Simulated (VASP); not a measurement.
Wanted: the native input for a VASP 6.6.1 run.

| Property | Result |
| --- | --- |
| Task | single point |
| Functional | PBE |
| Potentials or basis | VASP PAW PBE potentials, release 64 (Si, I) |
| Cutoff | 520 eV |
| k mesh | 6 × 6 × 2 |
| Occupations | gaussian, width 0.1 eV |
| Spin | no spin polarisation |
| Dipole correction | no |
| Further INCAR settings | ALGO = Normal; EDIFF = 1e-06; NBANDS = 24 |

The structure of Si2I lies in POSCAR:

```
Si2I
1.0
    3.6001290940      0.0000000000      0.0000000000
    0.0000000000      3.6001290940      0.0000000000
    0.0000000000      0.0000000000     11.7255481034
Si I
4 2
Direct
    0.5000000000      0.0000000000      0.9082813286
    0.0000000000      0.5000000000      0.0917186714
    0.5000000000      0.0000000000      0.1216276206
    0.0000000000      0.5000000000      0.8783723794
    0.5000000000      0.0000000000      0.3416301830
    0.0000000000      0.5000000000      0.6583698170
```

One way to write it, as run:

INCAR

```
SYSTEM = Si2I
PREC = Accurate
ENCUT = 520
EDIFF = 1E-6
ISMEAR = 0
SIGMA = 0.1
LREAL = .False.
LASPH = .True.
NELM = 60
ALGO = Normal
ISIF = 2
LWAVE = .False.
LCHARG = .True.
GGA = PE
LELF = .True.
LVHAR = .True.
NBANDS = 24
```

KPOINTS

```
regular mesh
0
Gamma
  6 6 2
  0 0 0
```

Potentials or basis: VASP PAW PBE potentials, release 64 (Si, I).

Launch:

```console
$ cat potpaw_PBE.64/Si/POTCAR potpaw_PBE.64/I/POTCAR > POTCAR
$ mpirun -np 1 vasp_std > vasp.out
```

Results of the run:

```json
{
 "Pressure": "0.2 GPa",
 "Largest force": "0.035 eV/Å",
 "Band gap on the k mesh": "zero (band 15 reaches 5.97 eV, above the bottom of band 16 at 2.67 eV)"
}
```

Caveat: spin-orbit coupling is left out, which moves the levels of the heavy elements; this functional lacks dispersion, which binds the layers, so the pressure and a relaxed spacing across them are unreliable.

Wall time 33 s on 1 thread of AMD EPYC 9R45 96-Core Processor (Zen 5), with other jobs on the host, peak memory 0.23 GiB.
